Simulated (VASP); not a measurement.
# ZnSe (P4/nmm) in VASP: a series of runs

The runs below take ZnSe through single point, with LDA.

Program: VASP 6.6.1. These are calculated values, not measurements. Logs are shortened: lines on timing, memory, paths and dates and some standing lists are left out, and cuts for length are marked.

**1. The cell of the first run**

Symmetry: P4/nmm, No. 129, tetragonal system. Conventional cell: a = 3.920 Å, b = 3.920 Å, c = 5.173 Å, α = 90.00°, β = 90.00°, γ = 90.00°. Zn (site symmetry -4m2) has 4 Se at 2.38 Å and 4 Zn at 2.77 Å within 3.1 Å. Se (site symmetry 4mm) has 4 Zn at 2.38 Å within 3.1 Å.

**2. Single point, LDA (atoms shifted along a free coordinate)**

The input, INCAR:

```
PREC = Accurate
ENCUT = 520
EDIFF = 1E-6
ISMEAR = 0
SIGMA = 0.05
LREAL = F
LASPH = T
NELM = 80
ALGO = Normal
ISIF = 2
LWAVE = F
LCHARG = F
NBANDS = 26
```

The input, KPOINTS:

```
regular mesh
0
Gamma
  8 8 6
```

The input, POSCAR:

```
ZnSe
1.0
    3.9198109590      0.0000000000      0.0000000000
    0.0000000000      3.9198109590      0.0000000000
    0.0000000000      0.0000000000      5.1733436024
Zn Se
2 2
Direct
    0.0000000000      0.0000000000      0.0000000000
    0.5000000000      0.5000000000      0.0000000000
    0.0000000000      0.5000000000      0.2608314992
    0.5000000000      0.0000000000      0.7391685008
```

Potentials or basis: VASP PAW LDA potentials, release 64 (Zn, Se).

Run with:

```bash
cat potpaw_LDA.64/Zn/POTCAR potpaw_LDA.64/Se/POTCAR > POTCAR
mpirun -np 1 vasp_std > vasp.out
```

OUTCAR:

```text
PREC = Accurate
   ENCUT = 520
   EDIFF = 1E-6
   ISMEAR = 0
   LREAL = F
   LASPH = T
   NELM = 80
   ISIF = 2

 ion  position               nearest neighbor table
   1  0.000  0.000  0.000-   3 2.38   4 2.38   3 2.38   4 2.38   2 2.77   2 2.77   2 2.77   2 2.77

   2  0.500  0.500  0.000-   3 2.38   4 2.38   4 2.38   3 2.38   1 2.77   1 2.77   1 2.77   1 2.77

   3  0.000  0.500  0.261-   1 2.38   2 2.38   1 2.38   2 2.38
   4  0.500  0.000  0.739-   1 2.38   2 2.38   2 2.38   1 2.38

  LATTYP: Found a simple tetragonal cell.
 ALAT       =     3.9198109590
 C/A-ratio  =     1.3197941576

  Lattice vectors:

 A1 = (   3.9198109590,   0.0000000000,   0.0000000000)
 A2 = (   0.0000000000,   3.9198109590,   0.0000000000)
 A3 = (   0.0000000000,   0.0000000000,   5.1733436024)

Analysis of symmetry for initial positions (statically):
=====================================================================
 Subroutine PRICEL returns:
 Original cell was already a primitive cell.

 Routine SETGRP: Setting up the symmetry group for a
 simple tetragonal supercell.

 Subroutine GETGRP returns: Found 16 space group operations
 (whereof  8 operations were pure point group operations)
 out of a pool of 16 trial point group operations.

The static configuration has the point symmetry D_2d.
 The point group associated with its full space group is D_4h.

Analysis of symmetry for dynamics (positions and initial velocities):
=====================================================================
 Subroutine PRICEL returns:
 Original cell was already a primitive cell.

 Routine SETGRP: Setting up the symmetry group for a
 simple tetragonal supercell.

 Subroutine GETGRP returns: Found 16 space group operations
 (whereof  8 operations were pure point group operations)
 out of a pool of 16 trial point group operations.

The dynamic configuration has the point symmetry D_2d.
 The point group associated with its full space group is D_4h.

 Subroutine INISYM returns: Found 16 space group operations
 (whereof  8 operations are pure point group operations),
 and found     1 'primitive' translations

----------------------------------------------------------------------------------------

                                     Primitive cell

  volume of cell :      79.4880

  direct lattice vectors                    reciprocal lattice vectors
     3.919810959  0.000000000  0.000000000     0.255114344  0.000000000  0.000000000
     0.000000000  3.919810959  0.000000000     0.000000000  0.255114344  0.000000000
     0.000000000  0.000000000  5.173343602     0.000000000  0.000000000  0.193298585

  length of vectors
     3.919810959  3.919810959  5.173343602     0.255114344  0.255114344  0.193298585

  position of ions in fractional coordinates (direct lattice)
     0.000000000  0.000000000  0.000000000
     0.500000000  0.500000000  0.000000000
     0.000000000  0.500000000  0.260831499
     0.500000000  0.000000000  0.739168501

  ion indices of the primitive-cell ions
   primitive index   ion index
                 1           1
                 2           2
                 3           3
                 4           4

----------------------------------------------------------------------------------------

 KPOINTS: regular mesh

Automatic generation of k-mesh.
 Grid dimensions read from file:
 generate k-points for:    8    8    6

 Generating k-lattice:

  Cartesian coordinates                     Fractional coordinates (reciprocal lattice)
     0.031889293  0.000000000  0.000000000     0.125000000  0.000000000  0.000000000
     0.000000000  0.031889293  0.000000000     0.000000000  0.125000000  0.000000000
     0.000000000  0.000000000  0.032216431     0.000000000  0.000000000  0.166666667

  Length of vectors
     0.031889293  0.031889293  0.032216431

  Shift w.r.t. Gamma in fractional coordinates (k-lattice)
     0.000000000  0.000000000  0.000000000

 Subroutine IBZKPT returns following result:
 ===========================================

 Found     60 irreducible k-points:

 Following reciprocal coordinates:
            Coordinates               Weight
  0.000000  0.000000  0.000000      1.000000
  0.125000  0.000000  0.000000      4.000000
  0.250000  0.000000  0.000000      4.000000
  0.375000  0.000000  0.000000      4.000000
  0.500000  0.000000  0.000000      2.000000
  0.125000  0.125000  0.000000      4.000000
[... 16 lines left out ...]
  0.375000  0.125000  0.166667     16.000000
  0.500000  0.125000  0.166667      8.000000
 [... further k-points ...]
   k-points           NKPTS =     60   k-points in BZ     NKDIM =     60   number of bands    NBANDS=     26
   number of dos      NEDOS =    301   number of ions     NIONS =      4
   total plane-waves  NPLWV =  36000
   dimension x,y,z NGX =    30 NGY =   30 NGZ =   40
   dimension x,y,z NGXF=    60 NGYF=   60 NGZF=   80
   ions per type =               2   2
   NGX,Y,Z   is equivalent  to a cutoff of  12.72, 12.72, 12.85 a.u.
   NGXF,Y,Z  is equivalent  to a cutoff of  25.45, 25.45, 25.71 a.u.
 SYSTEM =  unknown system
   PREC   = accura    normal or accurate (medium, high low for compatibility)
   ISTART =      0    job   : 0-new  1-cont  2-samecut
   ICHARG =      2    charge: 1-file 2-atom 10-const
   ISPIN  =      1    spin polarized calculation?
   LNONCOLLINEAR =      F non collinear calculations
   LSORBIT =      F    spin-orbit coupling
   LASPH  =      T    aspherical Exc in radial PAW
   ENCUT  =  520.0 eV  38.22 Ry    6.18 a.u.   7.29  7.29  9.62*2*pi/ulx,y,z
   NELM   =     80;   NELMIN=  2; NELMDL= -5     # of ELM steps
   EDIFF  = 0.1E-05   stopping-criterion for ELM
   LREAL  =      F    real-space projection
   EDIFFG = 0.1E-04   stopping-criterion for IOM
   NSW    =      0    number of steps for IOM
   IBRION =     -1    ionic relax: 0-MD 1-quasi-New 2-CG
   NFREE  =      0    steps in history (QN), initial steepest desc. (CG)
   ISIF   =      2    stress and relaxation
   ISYM   =      2    0-nonsym 1-usesym 2-fastsym
   POTIM  = 0.5000    time-step for ionic-motion
   TEBEG  =    0.0;   TEEND  =   0.0 temperature during run
   PSTRESS=    0.0 pullay stress
   NELECT =      36.0000    total number of electrons
   NUPDOWN=      -1.0000    fix difference up-down
   EMIN   =  10.00;   EMAX   =-10.00  energy-range for DOS
   EFERMI =   0.00;   METHOD = LEGACY
   ISMEAR =     0;   SIGMA  =   0.05  broadening in eV -4-tet -1-fermi 0-gaus
   EFERMI_NEDOS =   21; number of points for ismear=-14 and -15
   IALGO  =     38    algorithm
   IMIX   =      4    mixing-type and parameters
     AMIX     =   0.40;   BMIX     =  1.00
     AMIX_MAG =   1.60;   BMIX_MAG =  1.00
  volume/ion in A,a.u.               =      19.87       134.10
  Fermi-wavevector in a.u.,A,eV,Ry     =   1.257212  2.375786 21.505120  1.580582
  Thomas-Fermi vector in A             =   2.390882
   LORBIT       =      0    0 simple, 1 ext, 2 COOP (PROOUT), +10 PAW based schemes
   GGA     = CA    functional components
   LHFCALC =     F    Hartree Fock is set to
   AEXX    =    0.0000 exact exchange contribution
   IVDW    =     0    specifies the selected vdW correction
   LEPSILON=     F    determine dielectric tensor
   LRPA    =     F    only Hartree local field effects (RPA)
 non-spin polarized calculation
 Gauss-broadening in eV      SIGMA  =   0.05
  energy-cutoff  :      520.00
  volume of cell :       79.49
 maximum number of plane-waves:      2158
 NGX is ok and might be reduce to    30
   NGX = 15   NGY = 15   NGZ = 19

 number of electron      35.9999949 magnetization

 Free energy of the ion-electron system (eV)
  ---------------------------------------------------
  ext. energy  EPLUGINS =         0.00000000
  ---------------------------------------------------
  free energy    TOTEN  =       -13.73305708 eV

  energy without entropy =      -13.73305708  energy(sigma->0) =      -13.73305708

 E-fermi :   3.1346     XC(G=0): -10.2895

 val. band max:        2.9129315686   @ k =   0.0000   0.0000   0.0000
 cond. band min:       4.2316657701   @ k =   0.0000   0.0000   0.0000
 fundamental gap:      1.3187342016
 Fermi energy:         3.1346352699

 k-point     1 :       0.0000    0.0000    0.0000
  band No.  band energies     occupation
      1     -11.6642      2.00000
      2     -10.0503      2.00000
      3      -5.0034      2.00000
      4      -4.9548      2.00000
      5      -4.8831      2.00000
      6      -4.8831      2.00000
[... 18 lines left out ...]
     25      13.4813      0.00000
     26      13.5340      0.00000

 k-point     2 :       0.1250    0.0000    0.0000
  band No.  band energies     occupation
      1     -11.5737      2.00000
      2     -10.0614      2.00000
      3      -4.9582      2.00000
      4      -4.9571      2.00000
      5      -4.8709      2.00000
      6      -4.8325      2.00000
[... 18 lines left out ...]
     25      11.9259      0.00000
     26      12.4903      0.00000

 k-point     3 :       0.2500    0.0000    0.0000
  band No.  band energies     occupation
      1     -11.3196      2.00000
      2     -10.1199      2.00000
      3      -4.9252      2.00000
      4      -4.8630      2.00000
      5      -4.7960      2.00000
      6      -4.7233      2.00000
[... 18 lines left out ...]
     25      10.6965      0.00000
     26      11.7925      0.00000

 k-point     4 :       0.3750    0.0000    0.0000
  band No.  band energies     occupation
      1     -10.9567      2.00000
      2     -10.2819      2.00000
      3      -4.8429      2.00000
      4      -4.7421      2.00000
      5      -4.6388      2.00000
      6      -4.6280      2.00000
[... 18 lines left out ...]
     25      10.6280      0.00000
     26      11.1534      0.00000
[... 496 lines left out ...]
      1     -11.1845      2.00000
      2     -10.1692      2.00000
      3      -5.0409      2.00000
      4      -4.7808      2.00000
      5      -4.7449      2.00000
      6      -4.6925      2.00000
[... 18 lines left out ...]
     25       9.8690      0.00000
     26      12.4100      0.00000

 k-point    23 :       0.3750    0.1250    0.1667
  band No.  band energies     occupation
      1     -10.8494      2.00000
      2     -10.2767      2.00000
      3      -4.9855      2.00000
      4      -4.6780      2.00000
      5      -4.6395      2.00000
      6      -4.6163      2.00000
[... 18 lines left out ...]
     25      11.0330      0.00000
     26      11.9471      0.00000

 k-point    24 :       0.5000    0.1250    0.1667
  band No.  band energies     occupation
      1     -10.5145      2.00000
      2     -10.5145      2.00000
      3      -4.8351      2.00000
      4      -4.8351      2.00000
      5      -4.5597      2.00000
      6      -4.5597      2.00000
[... 18 lines left out ...]
     25      11.7373      0.00000
     26      11.7373      0.00000

 [... further k-points ...]

------------------------ aborting loop because EDIFF is reached ----------------------------------------

  FORCE on cell =-STRESS in cart. coord.  units (eV):
  Direction    XX          YY          ZZ          XY          YZ          ZX
  --------------------------------------------------------------------------------------
  -------------------------------------------------------------------------------------
  Total        4.6230078      4.6230078      4.9159371      0.0000000      0.0000000      0.0000000
  in kB       93.1823451     93.1823451     99.0866928      0.0000000      0.0000000      0.0000000
  external PRESSURE =      95.1504610 kB  Pullay stress =       0.0000000 kB

 VOLUME and BASIS-vectors are now :
 -----------------------------------------------------------------------------
  energy-cutoff  :      520.00
  volume of cell :       79.49
      direct lattice vectors                 reciprocal lattice vectors
     3.919810959  0.000000000  0.000000000     0.255114344  0.000000000  0.000000000
     0.000000000  3.919810959  0.000000000     0.000000000  0.255114344  0.000000000
     0.000000000  0.000000000  5.173343602     0.000000000  0.000000000  0.193298585

 POSITION                                       TOTAL-FORCE (eV/Angst)
 -----------------------------------------------------------------------------------
      0.00000      0.00000      0.00000         0.000000     -0.000000      0.000000
      1.95991      1.95991      0.00000         0.000000      0.000000      0.000000
      0.00000      1.95991      1.34937         0.000000      0.000000      1.868475
      1.95991      0.00000      3.82397         0.000000      0.000000     -1.868475
 -----------------------------------------------------------------------------------
    total drift:                                0.000000      0.000000      0.000000

  FREE ENERGIE OF THE ION-ELECTRON SYSTEM (eV)
  ---------------------------------------------------
  free  energy   TOTEN  =       -13.7330570788 eV

  energy  without entropy=      -13.7330570788  energy(sigma->0) =      -13.73305708
```

It took 46 s on 1 thread of AMD EPYC 9R45 (Zen 5), shared host; peak memory 0.2 GiB.

What came out:

```
Free energy            : -13.7331 eV
Pressure               : 9.5 GPa
Largest force          : 1.868 eV/Å
Band gap on the k mesh : 1.32 eV
```

Forces in eV/Å, atoms in the order of the input:
```
Zn   0.000  0.000  0.000
Zn   0.000  0.000  0.000
Se   0.000  0.000  1.868
Se   0.000  0.000 -1.868
```

Stress tensor (GPa, compression positive):
```
9.32 0.00 0.00
0.00 9.32 0.00
0.00 0.00 9.91
```

Levels at points of the mesh, in eV from the valence-band top:
| k point | band 14 | band 15 | band 16 | band 17 | band 18 | band 19 | band 20 | band 21 | band 22 | band 23 |
| --- | --- | --- | --- | --- | --- | --- | --- | --- | --- | --- |
| (0.00, 0.00, 0.00) | -3.43 | -3.43 | -0.20 | -0.20 | 0.00 | 1.32 | 1.87 | 2.02 | 5.53 | 5.73 |
| (0.50, 0.00, 0.00) | -5.24 | -2.42 | -2.42 | -1.52 | -1.52 | 3.32 | 3.32 | 6.04 | 6.04 | 6.69 |
| (0.50, 0.50, 0.00) | -5.38 | -2.92 | -2.92 | -2.66 | -2.66 | 2.66 | 2.66 | 3.35 | 3.35 | 11.22 |
| (0.00, 0.00, 0.50) | -3.06 | -3.06 | -1.84 | -0.92 | -0.92 | 1.67 | 3.22 | 4.22 | 4.51 | 7.02 |
| (0.50, 0.00, 0.50) | -6.11 | -1.42 | -1.42 | -0.87 | -0.87 | 2.29 | 2.29 | 5.57 | 5.57 | 6.16 |
| (0.50, 0.50, 0.50) | -5.06 | -3.75 | -3.75 | -3.55 | -3.55 | 5.19 | 5.19 | 6.08 | 6.08 | 8.39 |

Caveat: the cell differs from its parent crystal (atoms shifted along a free coordinate); the cell stands under pressure; forces of over 1 eV/Å act on the atoms, so gaps and moduli don't describe the material at rest. A k mesh can miss the band edges.

**3. Single point, LDA (atoms shifted along a free coordinate)**

The input, INCAR:

```
  PREC = Accurate
  ENCUT = 520
  EDIFF = 1E-6
  ISMEAR = 0
  SIGMA = 0.05
  LREAL = False
  LASPH = True
  NELM = 60
  ALGO = Normal
  ISIF = 2
  LWAVE = False
  LCHARG = True
  LELF = True
  LVHAR = True
  NBANDS = 26
```

The input, KPOINTS:

```
Automatic mesh
0
Gamma
  8 8 6
```

Edit POSCAR of step 2 so:

```diff
@@ -10,3 +10,3 @@
     0.5000000000      0.5000000000      0.0000000000
-    0.0000000000      0.5000000000      0.2608314992
-    0.5000000000      0.0000000000      0.7391685008
+    0.0000000000      0.5000000000      0.3361676647
+    0.5000000000      0.0000000000      0.6638323353
```

Potentials or basis: VASP PAW LDA potentials, release 64 (Zn, Se).

Run with:

```bash
cat potpaw_LDA.64/Zn/POTCAR potpaw_LDA.64/Se/POTCAR > POTCAR
mpirun -np 1 vasp_std > vasp.out
```

Run time: 53 s. Hardware: 1 thread of AMD EPYC 9R45 (Zen 5), shared host; peak memory 0.2 GiB.

It converged, with:

```
Free energy            : -13.3897 eV
Pressure               : -5.1 GPa
Largest force          : 2.349 eV/Å
Band gap on the k mesh : 0.41 eV
```

Forces in eV/Å, atoms in the order of the input:
```
Zn   0.000  0.000  0.000
Zn   0.000  0.000  0.000
Se   0.000  0.000 -2.349
Se   0.000  0.000  2.349
```

Stress tensor (GPa, compression positive):
```
 -2.16   0.00   0.00
  0.00  -2.16   0.00
  0.00   0.00 -11.06
```

Levels at points of the mesh, in eV from the valence-band top:
```
           k point  band 15  band 16  band 17  band 18  band 19  band 20  band 21  band 22
(0.00, 0.00, 0.00)    -3.24    -2.08     0.00     0.00     0.41     1.48     3.21     3.78
(0.50, 0.00, 0.00)    -3.76    -3.76    -1.52    -1.52     3.03     3.03     3.70     3.70
(0.50, 0.50, 0.00)    -3.09    -3.09    -2.14    -2.14     0.93     0.93     1.01     1.01
(0.00, 0.00, 0.50)    -2.11    -2.11    -1.80    -1.80     2.15     2.99     3.17     3.54
(0.50, 0.00, 0.50)    -1.35    -1.35    -1.20    -1.20     1.01     1.01     4.68     4.68
(0.50, 0.50, 0.50)    -4.24    -4.24    -4.11    -4.11     3.91     3.91     4.02     4.02
```

Caveat: the cell differs from its parent crystal (atoms shifted along a free coordinate); the stress differs along the axes, from -11 to -2 GPa; semilocal functionals underestimate gaps, and a narrow one can read as zero; forces of over 1 eV/Å act on the atoms, so gaps and moduli don't describe the material at rest. A k mesh can miss the band edges.
